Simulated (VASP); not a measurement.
MgCd3Se4: single point with PBE

The system is MgCd3Se4.

```xyz
8
Lattice="5.1468 0.0000 0.0000 -2.5734 4.4572 0.0000 0.0000 0.0000 10.2772" Properties=species:S:1:pos:R:3 pbc="T T T"
Mg    0.0000    0.0000    5.1386
Cd    0.0000    2.9715    0.0000
Cd    2.5734    1.4857    0.0000
Cd    0.0000    0.0000    0.0000
Se    0.0000    2.9715    5.1386
Se    2.5734    1.4857    5.1386
Se    0.0000    0.0000    7.7590
Se    0.0000    0.0000    2.5182
```

The cell was built from a structure type or drawn by symmetry, and may not be a known phase.

```
Program                : VASP 6.6.1
Task                   : single point
Functional             : PBE
Potentials or basis    : VASP PAW PBE potentials, release 64 (Mg, Cd, Se)
Cutoff                 : 600 eV
k mesh                 : 3 × 3 × 2
Occupations            : gaussian, width 0.15 eV
Spin                   : no spin polarisation
Dipole correction      : no
Further INCAR settings : ALGO = Normal; EDIFF = 1e-06; NBANDS = 41
```

* Pressure: -0.1 GPa
* Largest force: 0.016 eV/Å
* Band gap on the k mesh: zero (bands 31 and 32 overlap by 0.33 eV)

Forces on the atoms (eV/Å):
```
Mg   0.000  0.000  0.000
Cd   0.000  0.000  0.000
Cd   0.000  0.000  0.000
Cd   0.000  0.000  0.000
Se   0.000  0.000  0.000
Se   0.000  0.000  0.000
Se   0.000  0.000 -0.016
Se   0.000  0.000  0.016
```

Stress tensor (GPa, compression positive):
```
-0.30  0.00  0.00
 0.00 -0.30  0.00
 0.00  0.00  0.28
```

Levels at points of the mesh, in eV from the Fermi level:
```tsv
k point	band 27	band 28	band 29	band 30	band 31	band 32	band 33	band 34	band 35	band 36
(0.00, 0.00, 0.00)	-1.53	-0.62	-0.62	-0.25	-0.25	0.38	2.12	2.21	2.39	2.49
(0.00, 0.00, 0.50)	-1.01	-1.01	-0.62	0.08	0.08	0.38	1.58	2.41	2.48	2.48
```

Wall time 49 s on 1 thread of Intel(R) Xeon(R) 6975P-C (Granite Rapids), on a shared host, peak memory 0.4 GiB.

Caveat: the k points lie up to 0.47 Å⁻¹ apart; semilocal functionals underestimate gaps, so a narrow gap can read as zero.
